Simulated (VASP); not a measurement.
Input of a VASP 6.6.1 run:

File INCAR:

```
SYSTEM = Ga2O3
PREC = Accurate
ENCUT = 520
EDIFF = 1E-6
ISMEAR = -1
SIGMA = 0.05
LREAL = .FALSE.
LASPH = .TRUE.
NELM = 80
ALGO = Normal
ISIF = 2
LWAVE = .FALSE.
LCHARG = .FALSE.
GGA = PE
IVDW = 12
NBANDS = 55
```

The input KPOINTS:

```
regular mesh
0
G
  9 9 5
  0 0 0
```

POSCAR

```
Ga2O3
1.0
    6.0660121878     -1.5083580822      0.0000000000
    6.0660121878      1.5083580822      0.0000000000
   -1.3766866767      0.0000000000      5.5922223059
Ga O
4 6
Direct
    0.3413400000      0.3413400000      0.6859800000
    0.6586600000      0.6586600000      0.3140200000
    0.9095000000      0.9095000000      0.2054000000
    0.0905000000      0.0905000000      0.7946000000
    0.5041000000      0.5041000000      0.7434000000
    0.4959000000      0.4959000000      0.2566000000
    0.8267000000      0.8267000000      0.4368000000
    0.1733000000      0.1733000000      0.5632000000
    0.8355000000      0.8355000000      0.8902000000
    0.1645000000      0.1645000000      0.1098000000
```

Potentials or basis: VASP PAW PBE potentials, release 64 (Ga_d, O).

The run is started by

```console
$ cat potpaw_PBE.64/Ga_d/POTCAR potpaw_PBE.64/O/POTCAR > POTCAR
$ mpirun -np 1 vasp_std > vasp.out
```

Predict the dispersion energy per atom.

-0.205 eV.

What does it give for the pressure?

11.6 GPa.

What does it give for the largest force?

0.356 eV/Å.

Estimate the band gap on the k mesh.

2.61 eV (least direct gap 2.63 eV).

Stress tensor (GPa, compression positive):
```
11.04  0.00  0.24
 0.00 12.67  0.00
 0.24  0.00 11.00
```

Caveat: the cell stands under pressure. A k mesh can miss the band edges.
